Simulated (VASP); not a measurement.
# Dy3O2 (P4/mmm) in VASP: a series of runs

Dy3O2 is run at these levels: PBE; tasks: relaxation of cell and atoms, single point.

Everything below comes from runs of VASP 6.6.1. Logs are shortened: lines on timing, memory, paths and dates and some standing lists are left out, and cuts for length are marked.

## 1. The cell of the first run

Symmetry: P4/mmm, No. 123, tetragonal system. The conventional cell has a = 5.020 Å, b = 5.020 Å, c = 3.681 Å, α = 90.00°, β = 90.00°, γ = 90.00°. Dy (site symmetry 4/mmm) has 4 Dy at 2.51 Å within 3.3 Å. Within 3.3 Å of Dy (site symmetry mmm) lie 2 Dy at 2.51 Å and 6 O at 2.51 to 3.11 Å. O (site symmetry 4/mmm) has 2 O at 1.84 Å within 2.4 Å. O (site symmetry 4/mmm) has 2 O at 1.84 Å within 2.4 Å.

The cell was built from a structure type or drawn by symmetry, and may not be a known phase.

## 2. Relaxation of cell and atoms, PBE

The input, INCAR:

```
PREC = Accurate
ENCUT = 600
EDIFF = 1E-7
ISMEAR = 0
SIGMA = 0.1
LREAL = False
LASPH = True
NELM = 200
ALGO = Normal
ISIF = 3
LWAVE = False
LCHARG = False
GGA = PE
IBRION = 2
NSW = 90
EDIFFG = -0.04
GGA_COMPAT = False
NELMIN = 4
LMAXMIX = 6
```

The input, KPOINTS:

```
regular mesh
0
Gamma
  4 4 6
```

The input, POSCAR:

```
Dy3O2
1.0
    5.0200864800      0.0000000000      0.0000000000
    0.0000000000      5.0200864800      0.0000000000
    0.0000000000      0.0000000000      3.6807533900
Dy O
3 2
Direct
    0.5000000000      0.5000000000      0.5000000000
    0.0000000000      0.5000000000      0.5000000000
    0.5000000000      0.0000000000      0.5000000000
    0.0000000000      0.0000000000      0.0000000000
    0.0000000000      0.0000000000      0.5000000000
```

Potentials or basis: VASP PAW PBE potentials, release 64 (Dy_3, O), 4f in core.

Launch:

```sh
$ cat potpaw_PBE.64/Dy_3/POTCAR potpaw_PBE.64/O/POTCAR > POTCAR
$ mpirun -np 1 vasp_std > vasp.out
```

OUTCAR:

```text
PREC = Accurate
   ENCUT = 600
   EDIFF = 1E-7
   ISMEAR = 0
   LREAL = False
   LASPH = True
   NELM = 200
   ISIF = 3
   GGA = PE
   IBRION = 2
   NSW = 90
   EDIFFG = -0.04
   NELMIN = 4

 ion  position               nearest neighbor table
   1  0.500  0.500  0.500-   2 2.51   3 2.51   3 2.51   2 2.51
   2  0.000  0.500  0.500-   1 2.51   5 2.51   5 2.51   1 2.51   3 3.55   3 3.55   3 3.55   3 3.55

   3  0.500  0.000  0.500-   1 2.51   5 2.51   1 2.51   5 2.51   2 3.55   2 3.55   2 3.55   2 3.55

   4  0.000  0.000  0.000-   5 1.84   5 1.84
   5  0.000  0.000  0.500-   4 1.84   4 1.84   2 2.51   3 2.51   2 2.51   3 2.51

  LATTYP: Found a simple tetragonal cell.
 ALAT       =     5.0200864800
 C/A-ratio  =     0.7332051758

  Lattice vectors:

 A1 = (   5.0200864800,   0.0000000000,   0.0000000000)
 A2 = (   0.0000000000,   5.0200864800,   0.0000000000)
 A3 = (   0.0000000000,   0.0000000000,   3.6807533900)

Analysis of symmetry for initial positions (statically):
=====================================================================
 Subroutine PRICEL returns:
 Original cell was already a primitive cell.

 Routine SETGRP: Setting up the symmetry group for a
 simple tetragonal supercell.

 Subroutine GETGRP returns: Found 16 space group operations
 (whereof 16 operations were pure point group operations)
 out of a pool of 16 trial point group operations.

The static configuration has the point symmetry D_4h.

Analysis of symmetry for dynamics (positions and initial velocities):
=====================================================================
 Subroutine PRICEL returns:
 Original cell was already a primitive cell.

 Routine SETGRP: Setting up the symmetry group for a
 simple tetragonal supercell.

 Subroutine GETGRP returns: Found 16 space group operations
 (whereof 16 operations were pure point group operations)
 out of a pool of 16 trial point group operations.

The dynamic configuration has the point symmetry D_4h.

 Subroutine INISYM returns: Found 16 space group operations
 (whereof 16 operations are pure point group operations),
 and found     1 'primitive' translations

----------------------------------------------------------------------------------------

                                     Primitive cell

  volume of cell :      92.7597

  direct lattice vectors                    reciprocal lattice vectors
     5.020086480  0.000000000  0.000000000     0.199199756  0.000000000  0.000000000
     0.000000000  5.020086480  0.000000000     0.000000000  0.199199756  0.000000000
     0.000000000  0.000000000  3.680753390     0.000000000  0.000000000  0.271683510
[... 73 lines left out ...]
   total plane-waves  NPLWV =  48000
   dimension x,y,z NGX =    40 NGY =   40 NGZ =   30
   dimension x,y,z NGXF=    80 NGYF=   80 NGZF=   60
   ions per type =               3   2
   NGX,Y,Z   is equivalent  to a cutoff of  13.25, 13.25, 13.55 a.u.
   NGXF,Y,Z  is equivalent  to a cutoff of  26.49, 26.49, 27.10 a.u.
 SYSTEM =  unknown system
   PREC   = accura    normal or accurate (medium, high low for compatibility)
   ISTART =      0    job   : 0-new  1-cont  2-samecut
   ICHARG =      2    charge: 1-file 2-atom 10-const
   ISPIN  =      1    spin polarized calculation?
   LNONCOLLINEAR =      F non collinear calculations
   LSORBIT =      F    spin-orbit coupling
   LASPH  =      T    aspherical Exc in radial PAW
   ENCUT  =  600.0 eV  44.10 Ry    6.64 a.u.  10.03 10.03  7.35*2*pi/ulx,y,z
   NELM   =    200;   NELMIN=  4; NELMDL= -5     # of ELM steps
   EDIFF  = 0.1E-06   stopping-criterion for ELM
   LREAL  =      F    real-space projection
   EDIFFG = -.4E-01   stopping-criterion for IOM
   NSW    =     90    number of steps for IOM
   IBRION =      2    ionic relax: 0-MD 1-quasi-New 2-CG
   NFREE  =      1    steps in history (QN), initial steepest desc. (CG)
   ISIF   =      3    stress and relaxation
   ISYM   =      2    0-nonsym 1-usesym 2-fastsym
   POTIM  = 0.5000    time-step for ionic-motion
   TEBEG  =    0.0;   TEEND  =   0.0 temperature during run
   PSTRESS=    0.0 pullay stress
   NELECT =      39.0000    total number of electrons
   NUPDOWN=      -1.0000    fix difference up-down
   EMIN   =  10.00;   EMAX   =-10.00  energy-range for DOS
   EFERMI =   0.00;   METHOD = LEGACY
   ISMEAR =     0;   SIGMA  =   0.10  broadening in eV -4-tet -1-fermi 0-gaus
   EFERMI_NEDOS =   21; number of points for ismear=-14 and -15
   IALGO  =     38    algorithm
   IMIX   =      4    mixing-type and parameters
     AMIX     =   0.40;   BMIX     =  1.00
     AMIX_MAG =   1.60;   BMIX_MAG =  1.00
  volume/ion in A,a.u.               =      18.55       125.19
  Fermi-wavevector in a.u.,A,eV,Ry     =   1.226432  2.317620 20.464991  1.504134
  Thomas-Fermi vector in A             =   2.361433
   LORBIT       =      0    0 simple, 1 ext, 2 COOP (PROOUT), +10 PAW based schemes
   GGA     = PE    functional components
   LHFCALC =     F    Hartree Fock is set to
   AEXX    =    0.0000 exact exchange contribution
   IVDW    =     0    specifies the selected vdW correction
   LEPSILON=     F    determine dielectric tensor
   LRPA    =     F    only Hartree local field effects (RPA)
 conjugate gradient relaxation of ions
 non-spin polarized calculation
 Gauss-broadening in eV      SIGMA  =   0.10
  energy-cutoff  :      600.00
  volume of cell :       92.76
 maximum number of plane-waves:      3112
   NGX = 21   NGY = 21   NGZ = 15

--------------------------------------- Ionic step        1  -------------------------------------------

 number of electron      39.0000002 magnetization

 Free energy of the ion-electron system (eV)
  ---------------------------------------------------
  ext. energy  EPLUGINS =         0.00000000
  ---------------------------------------------------
  free energy    TOTEN  =       -20.86793024 eV

  energy without entropy =      -20.84386348  energy(sigma->0) =      -20.85589686

 E-fermi :   3.8471     XC(G=0): -10.6648

 val. band max:        3.8172953167   @ k =   0.2500   0.0000   0.1667
 cond. band min:       3.8505837425   @ k =   0.5000   0.2500   0.0000
 fundamental gap:      0.0332884259
 Fermi energy:         3.8470691571

 k-point     1 :       0.0000    0.0000    0.0000
  band No.  band energies     occupation
      1     -22.1458      2.00000
      2     -22.1458      2.00000
      3     -19.6648      2.00000
      4     -19.3839      2.00000
      5     -19.3839      2.00000
      6     -19.3500      2.00000
[... 807 lines left out ...]
--------------------------------------- Ionic step        6  -------------------------------------------

 number of electron      38.9999996 magnetization

 Free energy of the ion-electron system (eV)
  ---------------------------------------------------
  ext. energy  EPLUGINS =         0.00000000
  ---------------------------------------------------
  free energy    TOTEN  =       -21.49404151 eV

  energy without entropy =      -21.46230916  energy(sigma->0) =      -21.47817533

 E-fermi :   2.7217     XC(G=0):  -9.8758

 val. band max:        2.7158733532   @ k =   0.2500   0.2500   0.1667
 cond. band min:       2.7463545741   @ k =   0.5000   0.2500   0.3333
 fundamental gap:      0.0304812209
 Fermi energy:         2.7217431983

 k-point     1 :       0.0000    0.0000    0.0000
  band No.  band energies     occupation
      1     -22.1203      2.00000
      2     -22.1203      2.00000
      3     -20.8359      2.00000
      4     -20.7427      2.00000
      5     -20.7084      2.00000
      6     -20.7084      2.00000
[... 645 lines left out ...]
  FREE ENERGIE OF THE ION-ELECTRON SYSTEM (eV)
  ---------------------------------------------------
  free  energy   TOTEN  =       -21.4940415056 eV

  energy  without entropy=      -21.4623091620  energy(sigma->0) =      -21.47817533

 reached required accuracy - stopping structural energy minimisation
```

OSZICAR:

```text
N       E                     dE             d eps       ncg     rms          rms(c)
DAV:   1     0.328921395301E+03    0.32892E+03   -0.19293E+04  1104   0.176E+03
DAV:   2     0.356262241353E+02   -0.29330E+03   -0.29010E+03  1112   0.551E+02
DAV:   3    -0.172568954950E+02   -0.52883E+02   -0.51314E+02  1713   0.118E+02
DAV:   4    -0.222334537631E+02   -0.49766E+01   -0.47849E+01  1624   0.340E+01
[... 73 lines left out ...]
DAV:   6    -0.214940541128E+02    0.27390E-03   -0.13637E-03  1637   0.234E-01    0.492E-02
DAV:   7    -0.214940508780E+02    0.32349E-05   -0.46160E-04  1567   0.135E-01    0.322E-02
DAV:   8    -0.214940412358E+02    0.96422E-05   -0.58481E-05  1525   0.444E-02    0.100E-02
DAV:   9    -0.214940414390E+02   -0.20321E-06   -0.64179E-06  1547   0.156E-02    0.320E-03
DAV:  10    -0.214940415056E+02   -0.66565E-07   -0.56776E-07  1248   0.529E-03
   6 F= -.21494042E+02 E0= -.21478175E+02  d E =-.972570E-02
```

CONTCAR:

```text
Dy3O2
   1.00000000000000
     5.4961414284589640    0.0000000000000000   -0.0000000000000000
     0.0000000000000000    5.4961414284589640    0.0000000000000000
    -0.0000000000000000   -0.0000000000000000    3.6827318818860775
  Dy              O
     3     2
Direct
     0.5000000000000000    0.5000000000000000    0.5000000000000000
     1.0000000000000000    0.5000000000000000    0.5000000000000000
     0.5000000000000000    1.0000000000000000    0.5000000000000000
     1.0000000000000000    1.0000000000000000    1.0000000000000000
     1.0000000000000000    1.0000000000000000    0.5000000000000000

  0.00000000E+00  0.00000000E+00  0.00000000E+00
  0.00000000E+00  0.00000000E+00  0.00000000E+00
  0.00000000E+00  0.00000000E+00  0.00000000E+00
  0.00000000E+00  0.00000000E+00  0.00000000E+00
  0.00000000E+00  0.00000000E+00  0.00000000E+00
```

It took 4.7 min on 1 thread of Intel Xeon Platinum 8124M at 3.00GHz (Skylake/Cascade Lake), shared host; peak memory 0.26 GiB.

Results:

```
Free energy                           : -21.4940 eV
Relaxed volume                        : 22.25 Å³/atom
Relaxed cell                          : a = 5.496 Å, b = 5.496 Å, c = 3.683 Å, α = 90.00°, β = 90.00°, γ = 90.00°
Space group after relaxing (to 0.1 Å) : P4/mmm (No. 123)
Energy gained by relaxing             : 125.2 meV/atom
Ionic steps                           : 6
Pressure after relaxing               : 0.0 GPa
Band gap on the k mesh                : zero (an odd number of electrons rules out a gap without spin polarisation)
```

The path:
```tsv
step	energy change (eV)	largest force (eV/Å)	pressure (GPa)	volume (Å³)
1	0.0000	0.0000	9.34	92.76
2	-0.5884	0.0000	1.02	107.92
3	-0.6151	0.0000	-0.19	111.52
4	-0.6164	0.0000	-0.60	112.67
5	-0.6164	0.0000	-0.45	112.25
6	-0.6261	0.0000	0.04	111.25
```

Final structure:
```
Dy O
1.0
     5.49614    0.00000    0.00000
     0.00000    5.49614    0.00000
     0.00000    0.00000    3.68273
Dy O
3 2
Direct
  0.50000 0.50000 0.50000
  0.00000 0.50000 0.50000
  0.50000 0.00000 0.50000
  0.00000 0.00000 0.00000
  0.00000 0.00000 0.50000
```

Caveat: the volume moved by over 15 % at a fixed basis, so the end points are rough; spin-orbit coupling is left out, which moves the levels of the heavy elements; the 4f electrons are frozen in the core, so they carry no moment and show no levels; an odd number of electrons without spin polarisation forces a metal; a magnetic or distorted state may lie lower; the run has no spin polarisation, though such a crystal can be magnetic. With open d or f shells a metallic result of PBE can be an artefact of self-interaction; +U or a hybrid may open a gap.

## 3. Single point, PBE

This run uses another cell than the first one, of 21.46 Å³/atom.

The input, INCAR:

```
SYSTEM = Dy3O2
ALGO     = Normal         ! electronic algorithm
EDIFF    = 1E-6           ! SCF threshold, eV
ENCUT    = 600            ! plane-wave cutoff, eV
GGA      = PE             ! functional
GGA_COMPAT= .FALSE.      
ISIF     = 2              ! what is computed and relaxed
ISMEAR   = 0              ! smearing method
LASPH    = .TRUE.         ! aspherical terms in the spheres
LCHARG   = .FALSE.        ! write CHGCAR
LMAXMIX  = 6              ! l up to which the mixer works
LREAL    = .FALSE.        ! projectors in reciprocal space
LWAVE    = .FALSE.        ! write WAVECAR
NBANDS   = 28             ! bands
NELM     = 200            ! most SCF steps
PREC     = Accurate       ! precision mode
SIGMA    = 0.1            ! smearing width, eV
```

The input, KPOINTS:

```
k-points
0
G
  8 8 10
  0 0 0
```

POSCAR: that of step 2 with these lines changed.

```diff
@@ -2,5 +2,5 @@
 1.0
-    5.0200864800      0.0000000000      0.0000000000
-    0.0000000000      5.0200864800      0.0000000000
-    0.0000000000      0.0000000000      3.6807533900
+    5.4332022096      0.0000000000      0.0000000000
+    0.0000000000      5.4332022096      0.0000000000
+    0.0000000000      0.0000000000      3.6348450420
 Dy O
```

Potentials or basis: VASP PAW PBE potentials, release 64 (Dy_3, O), 4f in core.

Launch:

```sh
$ cat potpaw_PBE.64/Dy_3/POTCAR potpaw_PBE.64/O/POTCAR > POTCAR
$ mpirun -np 1 vasp_std > vasp.out
```

It took 5 min on 1 thread of Intel Xeon Platinum 8124M at 3.00GHz (Skylake/Cascade Lake), shared host; peak memory 0.43 GiB.

Results (log left out):

| Item | Value |
| --- | --- |
| Free energy | -21.5722 eV |
| Pressure | 0.4 GPa |
| Band gap on the k mesh | zero (an odd number of electrons rules out a gap without spin polarisation) |

Stress tensor (GPa, compression positive):
```
 0.71  0.00  0.00
 0.00  0.71  0.00
 0.00  0.00 -0.08
```

Levels at points of the mesh, in eV from the Fermi level:
```tsv
k point	band 18	band 19	band 20	band 21	band 22	band 23
(0.00, 0.00, 0.00)	-0.69	-0.55	-0.55	0.12	0.96	0.96
(0.50, 0.00, 0.00)	-0.60	-0.26	-0.19	0.96	1.08	1.41
(0.50, 0.50, 0.00)	0.11	0.11	0.87	1.66	1.66	2.57
(0.00, 0.00, 0.50)	-1.16	-1.16	-1.01	-0.78	-0.75	0.85
(0.50, 0.00, 0.50)	-1.10	-0.76	-0.13	0.13	0.14	1.89
(0.50, 0.50, 0.50)	-0.76	0.57	0.57	1.22	1.70	1.87
```

Caveat: spin-orbit coupling is left out, which moves the levels of the heavy elements; the 4f electrons are frozen in the core, so they carry no moment and show no levels; an odd number of electrons without spin polarisation forces a metal; a magnetic or distorted state may lie lower; the run has no spin polarisation, though such a crystal can be magnetic. With open d or f shells a metallic result of PBE can be an artefact of self-interaction; +U or a hybrid may open a gap.
